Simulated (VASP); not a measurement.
# BaTiO3 (P4mm) in VASP: further runs, part 3 of 3

VASP 6.6.1. The steps go on from the part before.

## Step 5: Relaxation of cell and atoms, PBE, target pressure 5 GPa, at which the enthalpy is minimised

This run uses another cell than the first one, of 12.86 Å³/atom.

INCAR

```
SYSTEM = BaTiO3
ALGO = Normal ; EDIFF = 1E-6
EDIFFG = -0.01 ; ENCUT = 600
GGA = PE ; IBRION = 2
ISIF = 3 ; ISMEAR = -1
LASPH = .True. ; LCHARG = .False.
LREAL = .False. ; LWAVE = .False.
NELM = 60 ; NSW = 60
PREC = Accurate ; PSTRESS = 50.0
SIGMA = 0.05
```

KPOINTS

```
k-points
0
Gamma
  7 7 7
  0 0 0
```

POSCAR

```
BaTiO3
1.0
    3.9998000000      0.0000000000      0.0000000000
    0.0000000000      3.9998000000      0.0000000000
    0.0000000000      0.0000000000      4.0180000000
Ba Ti O
1 1 3
Direct
    0.0000000000      0.0000000000      0.0000000000
    0.5000000000      0.5000000000      0.4900000000
    0.0000000000      0.5000000000      0.5170000000
    0.5000000000      0.0000000000      0.5170000000
    0.5000000000      0.5000000000      0.0190000000
```

Potentials or basis: VASP PAW PBE potentials, release 64 (Ba_sv, Ti_sv, O).

On the command line:

```
$ cat potpaw_PBE.64/Ba_sv/POTCAR potpaw_PBE.64/Ti_sv/POTCAR potpaw_PBE.64/O/POTCAR > POTCAR
$ mpirun -np 1 vasp_std > vasp.out
```

OUTCAR:

```text
SYSTEM = BaTiO3
   EDIFF = 1E-6
   EDIFFG = -0.01
   ENCUT = 600
   GGA = PE
   IBRION = 2
   ISIF = 3
   ISMEAR = -1
   LASPH = .True.
   LREAL = .False.
   NELM = 60
   NSW = 60
   PREC = Accurate
   PSTRESS = 50.0

 ion  position               nearest neighbor table
   1  0.000  0.000  0.000-   3 2.79   4 2.79   3 2.79   4 2.79   5 2.83   5 2.83   5 2.83   5 2.83
                             4 2.88   3 2.88   4 2.88   3 2.88   2 3.45   2 3.45   2 3.45   2 3.45
   2  0.500  0.500  0.490-   5 1.89   4 2.00   3 2.00   4 2.00   3 2.00   5 2.13   1 3.45   1 3.45
                             1 3.45   1 3.45   1 3.49   1 3.49   1 3.49   1 3.49
   3  0.000  0.500  0.517-   2 2.00   2 2.00   1 2.79   1 2.79   1 2.88   1 2.88
   4  0.500  0.000  0.517-   2 2.00   2 2.00   1 2.79   1 2.79   1 2.88   1 2.88
   5  0.500  0.500  0.019-   2 1.89   2 2.13   1 2.83   1 2.83   1 2.83   1 2.83

  LATTYP: Found a simple tetragonal cell.
 ALAT       =     3.9998000000
 C/A-ratio  =     1.0045502275

  Lattice vectors:

 A1 = (   3.9998000000,   0.0000000000,   0.0000000000)
 A2 = (   0.0000000000,   3.9998000000,   0.0000000000)
 A3 = (   0.0000000000,   0.0000000000,   4.0180000000)

Analysis of symmetry for initial positions (statically):
=====================================================================
 Subroutine PRICEL returns:
 Original cell was already a primitive cell.

 Routine SETGRP: Setting up the symmetry group for a
 simple tetragonal supercell.

 Subroutine GETGRP returns: Found  8 space group operations
 (whereof  8 operations were pure point group operations)
 out of a pool of 16 trial point group operations.

The static configuration has the point symmetry C_4v.

Analysis of symmetry for dynamics (positions and initial velocities):
=====================================================================
 Subroutine PRICEL returns:
 Original cell was already a primitive cell.

 Routine SETGRP: Setting up the symmetry group for a
 simple tetragonal supercell.

 Subroutine GETGRP returns: Found  8 space group operations
 (whereof  8 operations were pure point group operations)
 out of a pool of 16 trial point group operations.

The dynamic configuration has the point symmetry C_4v.

 Subroutine INISYM returns: Found  8 space group operations
 (whereof  8 operations are pure point group operations),
 and found     1 'primitive' translations

----------------------------------------------------------------------------------------

                                     Primitive cell

  volume of cell :      64.2816

  direct lattice vectors                    reciprocal lattice vectors
     3.999800000  0.000000000  0.000000000     0.250012501  0.000000000  0.000000000
     0.000000000  3.999800000  0.000000000     0.000000000  0.250012501  0.000000000
     0.000000000  0.000000000  4.018000000     0.000000000  0.000000000  0.248880040

  length of vectors
     3.999800000  3.999800000  4.018000000     0.250012501  0.250012501  0.248880040

  position of ions in fractional coordinates (direct lattice)
     0.000000000  0.000000000  0.000000000
     0.500000000  0.500000000  0.490000000
     0.000000000  0.500000000  0.517000000
     0.500000000  0.000000000  0.517000000
     0.500000000  0.500000000  0.019000000

[... 68 lines left out ...]
   NGXF,Y,Z  is equivalent  to a cutoff of  26.60, 26.60, 26.48 a.u.
 SYSTEM =  BaTiO3
   PREC   = accura    normal or accurate (medium, high low for compatibility)
   ISTART =      0    job   : 0-new  1-cont  2-samecut
   ICHARG =      2    charge: 1-file 2-atom 10-const
   ISPIN  =      1    spin polarized calculation?
   LNONCOLLINEAR =      F non collinear calculations
   LSORBIT =      F    spin-orbit coupling
   LASPH  =      T    aspherical Exc in radial PAW
   ENCUT  =  600.0 eV  44.10 Ry    6.64 a.u.   7.99  7.99  8.02*2*pi/ulx,y,z
   NELM   =     60;   NELMIN=  2; NELMDL= -5     # of ELM steps
   EDIFF  = 0.1E-05   stopping-criterion for ELM
   LREAL  =      F    real-space projection
   EDIFFG = -.1E-01   stopping-criterion for IOM
   NSW    =     60    number of steps for IOM
   IBRION =      2    ionic relax: 0-MD 1-quasi-New 2-CG
   NFREE  =      1    steps in history (QN), initial steepest desc. (CG)
   ISIF   =      3    stress and relaxation
   ISYM   =      2    0-nonsym 1-usesym 2-fastsym
   POTIM  = 0.5000    time-step for ionic-motion
   TEBEG  =    0.0;   TEEND  =   0.0 temperature during run
   PSTRESS=   50.0 pullay stress
   NELECT =      40.0000    total number of electrons
   NUPDOWN=      -1.0000    fix difference up-down
   EMIN   =  10.00;   EMAX   =-10.00  energy-range for DOS
   EFERMI =   0.00;   METHOD = LEGACY
   ISMEAR =    -1;   SIGMA  =   0.05  broadening in eV -4-tet -1-fermi 0-gaus
   EFERMI_NEDOS =   21; number of points for ismear=-14 and -15
   IALGO  =     38    algorithm
   IMIX   =      4    mixing-type and parameters
     AMIX     =   0.40;   BMIX     =  1.00
     AMIX_MAG =   1.60;   BMIX_MAG =  1.00
  volume/ion in A,a.u.               =      12.86        86.76
  Fermi-wavevector in a.u.,A,eV,Ry     =   1.397653  2.641181 26.578078  1.953434
  Thomas-Fermi vector in A             =   2.520888
   LORBIT       =      0    0 simple, 1 ext, 2 COOP (PROOUT), +10 PAW based schemes
   GGA     = PE    functional components
   LHFCALC =     F    Hartree Fock is set to
   AEXX    =    0.0000 exact exchange contribution
   IVDW    =     0    specifies the selected vdW correction
   LEPSILON=     F    determine dielectric tensor
   LRPA    =     F    only Hartree local field effects (RPA)
 conjugate gradient relaxation of ions
 non-spin polarized calculation
  energy-cutoff  :      600.00
  volume of cell :       64.28
 maximum number of plane-waves:      2174
 NGX is ok and might be reduce to    32
   NGX = 15   NGY = 15   NGZ = 17

--------------------------------------- Ionic step        1  -------------------------------------------

 number of electron      39.9999999 magnetization

 Free energy of the ion-electron system (eV)
  ---------------------------------------------------
  ext. energy  EPLUGINS =         0.00000000
  ---------------------------------------------------
  free energy    TOTEN  =       -39.98909023 eV

  energy without entropy =      -39.98909023  energy(sigma->0) =      -39.98909023

------------------------ aborting loop because EDIFF is reached ----------------------------------------

  FORCE on cell =-STRESS in cart. coord.  units (eV):
  Direction    XX          YY          ZZ          XY          YZ          ZX
  --------------------------------------------------------------------------------------
  -------------------------------------------------------------------------------------
  Total        1.5042067      1.5042067      1.8754346      0.0000000      0.0000000      0.0000000
  in kB       37.4913955     37.4913955     46.7440157      0.0000000      0.0000000      0.0000000
  external PRESSURE =      -9.4243977 kB  Pullay stress =      50.0000000 kB
[... 106 lines left out ...]
  energy  without entropy=      -39.9766424464  energy(sigma->0) =      -39.97664245

  enthalpy is  TOTEN    =       -37.9873021205 eV   P V=        1.9893403264

[... ionic steps 4 to 8 ...]

--------------------------------------- Ionic step        9  -------------------------------------------

 number of electron      39.9999996 magnetization

------------------------ aborting loop because EDIFF is reached ----------------------------------------
[... 77 lines left out ...]
--------------------------------------- Ionic step       11  -------------------------------------------

 number of electron      39.9999998 magnetization

 Free energy of the ion-electron system (eV)
  ---------------------------------------------------
  ext. energy  EPLUGINS =         0.00000000
  ---------------------------------------------------
  free energy    TOTEN  =       -40.00252754 eV

  energy without entropy =      -40.00252754  energy(sigma->0) =      -40.00252754

 E-fermi :   4.7971     XC(G=0): -11.2248

 val. band max:        3.7959455118   @ k =   0.4286   0.4286   0.4286
 cond. band min:       5.7032186416   @ k =   0.0000   0.0000   0.0000
 fundamental gap:      1.9072731298
 Fermi energy:         4.7971052786

 k-point     1 :       0.0000    0.0000    0.0000
  band No.  band energies     occupation
      1     -52.6692      2.00000
      2     -28.9538      2.00000
      3     -28.8817      2.00000
      4     -28.8817      2.00000
      5     -21.0540      2.00000
      6     -13.0829      2.00000
[... 637 lines left out ...]
     23       7.5476      0.00000
     24       8.6872      0.00000

 [... further k-points ...]

------------------------ aborting loop because EDIFF is reached ----------------------------------------

  FORCE on cell =-STRESS in cart. coord.  units (eV):
  Direction    XX          YY          ZZ          XY          YZ          ZX
  --------------------------------------------------------------------------------------
  -------------------------------------------------------------------------------------
  Total        1.9966533      1.9966533      2.0259213      0.0000000      0.0000000      0.0000000
  in kB       49.6739761     49.6739761     50.4021236      0.0000000      0.0000000      0.0000000
  external PRESSURE =      -0.0833081 kB  Pullay stress =      50.0000000 kB
[... 24 lines left out ...]
  energy  without entropy=      -40.0025275435  energy(sigma->0) =      -40.00252754

  enthalpy is  TOTEN    =       -37.9927696755 eV   P V=        2.0097578684

 reached required accuracy - stopping structural energy minimisation
```

It took 2.4 min on 1 thread of Intel Xeon 6975P-C (Granite Rapids), shared host; peak memory 0.24 GiB.

What came out:

- Free energy: -40.0025 eV
- Relaxed volume: 12.88 Å³/atom
- Relaxed cell: a = 3.978 Å, b = 3.978 Å, c = 4.070 Å, α = 90.00°, β = 90.00°, γ = 90.00°
- Space group after relaxing (to 0.1 Å): P4mm (No. 99)
- Energy change on relaxing (the run minimises the enthalpy): -2.7 meV/atom
- Ionic steps: 11
- Pressure after relaxing: 5.0 GPa
- Largest force after relaxing: 0.005 eV/Å
- Band gap on the k mesh: 1.91 eV (least direct gap 2.22 eV)

Forces in eV/Å, atoms in the order of the input:
```
Ba   0.000  0.000  0.001
Ti   0.000  0.000  0.003
O    0.000  0.000  0.000
O    0.000  0.000  0.000
O    0.000  0.000 -0.005
```

The path:
| step | energy change (eV) | largest force (eV/Å) | pressure (GPa) | volume (Å³) |
| --- | --- | --- | --- | --- |
| 1 | 0.0000 | 0.2773 | 4.06 | 64.28 |
| 2 | 0.0180 | 0.0528 | 6.34 | 63.58 |
| 3 | 0.0124 | 0.1095 | 5.78 | 63.75 |
| 4 | 0.0012 | 0.0761 | 5.32 | 64.01 |
| 5 | -0.0049 | 0.0815 | 5.03 | 64.19 |
| 6 | -0.0080 | 0.0564 | 4.94 | 64.26 |
| 7 | -0.0130 | 0.0636 | 4.76 | 64.40 |
| 8 | -0.0074 | 0.0674 | 5.45 | 64.22 |
| 9 | -0.0100 | 0.0499 | 5.16 | 64.30 |
| 10 | -0.0126 | 0.0126 | 5.03 | 64.37 |
| 11 | -0.0134 | 0.0047 | 4.99 | 64.40 |

Final structure:
```
Ba Ti O
1.0
     3.97786    0.00000    0.00000
     0.00000    3.97786    0.00000
     0.00000    0.00000    4.06992
Ba Ti O
1 1 3
Direct
  0.00000 0.00000 0.99903
  0.50000 0.50000 0.48224
  0.00000 0.50000 0.51666
  0.50000 0.00000 0.51666
  0.50000 0.50000 0.02843
```

Caveat: the cell is relaxed towards a set pressure, so the run minimises the enthalpy, not the energy; spin-orbit coupling is left out, which moves the levels of the heavy elements; an odd mesh through Γ misses points on the zone boundary, where band edges can lie.

## Step 6: Single point, PBE+D3(BJ)

This run uses another cell than the first one, of 13.63 Å³/atom.

INCAR

```
PREC = Accurate ; ENCUT = 910
EDIFF = 1E-6 ; ISMEAR = -1
SIGMA = 0.05 ; LREAL = False
LASPH = True ; NELM = 120
ALGO = Normal ; ISIF = 2
LWAVE = False ; LCHARG = False
GGA = PE ; IVDW = 12
NBANDS = 28 ; GGA_COMPAT = False
```

KPOINTS

```
Automatic mesh
0
Gamma
  7 7 7
```

Edit POSCAR of step 5 so:

```diff
@@ -2,5 +2,5 @@
 1.0
-    3.9998000000      0.0000000000      0.0000000000
-    0.0000000000      3.9998000000      0.0000000000
-    0.0000000000      0.0000000000      4.0180000000
+    4.0782473671      0.0000000000      0.0000000000
+    0.0000000000      4.0782473671      0.0000000000
+    0.0000000000      0.0000000000      4.0968043205
 Ba Ti O
```

Potentials or basis: VASP PAW PBE potentials, release 64 (Ba_sv, Ti_sv, O_h).

On the command line:

```
$ cat potpaw_PBE.64/Ba_sv/POTCAR potpaw_PBE.64/Ti_sv/POTCAR potpaw_PBE.64/O_h/POTCAR > POTCAR
$ mpirun -np 1 vasp_std > vasp.out
```

Wall time 83 s (1 thread of Intel Xeon 6975P-C (Granite Rapids), shared host); peak memory 0.36 GiB.

Results (log left out):

| Quantity | Value |
| --- | --- |
| Free energy | -41.2396 eV |
| Pressure | -8.2 GPa |
| Largest force | 0.622 eV/Å |
| Band gap on the k mesh | 1.74 eV (least direct gap 1.98 eV) |
| Dispersion energy per atom | -0.249 eV |

Forces in eV/Å, atoms in the order of the input:
```
Ba   0.000  0.000  0.022
Ti   0.000  0.000 -0.391
O    0.000  0.000 -0.127
O    0.000  0.000 -0.127
O    0.000  0.000  0.622
```

Stress tensor (GPa, compression positive):
```
-8.46  0.00  0.00
 0.00 -8.46  0.00
 0.00  0.00 -7.77
```

Levels at points of the mesh, in eV from the valence-band top:
```
           k point  band 17  band 18  band 19  band 20  band 21  band 22  band 23  band 24
(0.00, 0.00, 0.00)    -0.96    -0.26    -0.23    -0.23     1.74     1.94     1.94     3.66
```

Caveat: the cutoff is under 1.25 times the usual one of these potentials, so pressure, stress and relaxed cells hold a basis-set (Pulay) error; the cell stands under tension; spin-orbit coupling is left out, which moves the levels of the heavy elements; an odd mesh through Γ misses points on the zone boundary, where band edges can lie.

## Step 7: Summary

| task | level | potentials or basis | cell | cutoff (eV) | gap on the mesh (eV) | pressure (GPa) | largest force (eV/Å) |
| --- | --- | --- | --- | --- | --- | --- | --- |
| single point | PBE | VASP PAW PBE potentials, release 64 (Ba_sv, Ti_sv, O) | a = 3.966, b = 3.966, c = 4.053 Å, 5 atoms, atomic positions A | 520 | 1.93 | 6.9 | 0.06 |
| relaxation of cell and atoms | PBE | VASP PAW PBE potentials, release 64 (Ba_sv, Ti_sv, O) | relaxed from a = 4.000, b = 4.000, c = 4.018 Å, 5 atoms, atomic positions B | 600 | 1.88 | 0.1 | 0.01 |
| relaxation of cell and atoms | PBE | VASP PAW PBE potentials, release 64 (Ba_sv, Ti_sv, O) | relaxed to 2 GPa from a = 4.000, b = 4.000, c = 4.018 Å, 5 atoms, atomic positions B | 600 | 1.89 | 2.0 | 0.01 |
| relaxation of cell and atoms | PBE | VASP PAW PBE potentials, release 64 (Ba_sv, Ti_sv, O) | relaxed to 5 GPa from a = 4.000, b = 4.000, c = 4.018 Å, 5 atoms, atomic positions B | 600 | 1.91 | 5.0 | - |
| single point | PBE+D3(BJ) | VASP PAW PBE potentials, release 64 (Ba_sv, Ti_sv, O_h) | a = 4.078, b = 4.078, c = 4.097 Å, 5 atoms, atomic positions B | 910 | 1.74 | -8.2 | 0.62 |

Alike in all rows: no spin polarisation; k mesh 7 × 7 × 7; smearing fermi-dirac 0.05 eV.

Caveats: spin-orbit coupling is left out, which moves the levels of the heavy elements; an odd mesh through Γ misses points on the zone boundary, where band edges can lie; the cell is relaxed towards a set pressure, so the run minimises the enthalpy, not the energy (at least some runs); the cell stands under pressure (at least some runs); the cutoff is under 1.25 times the usual one of these potentials, so pressure, stress and relaxed cells hold a basis-set (Pulay) error (at least some runs); the cell stands under tension (at least some runs).

Total energies depend on the potentials used, so only differences within one code and one set of settings carry meaning.
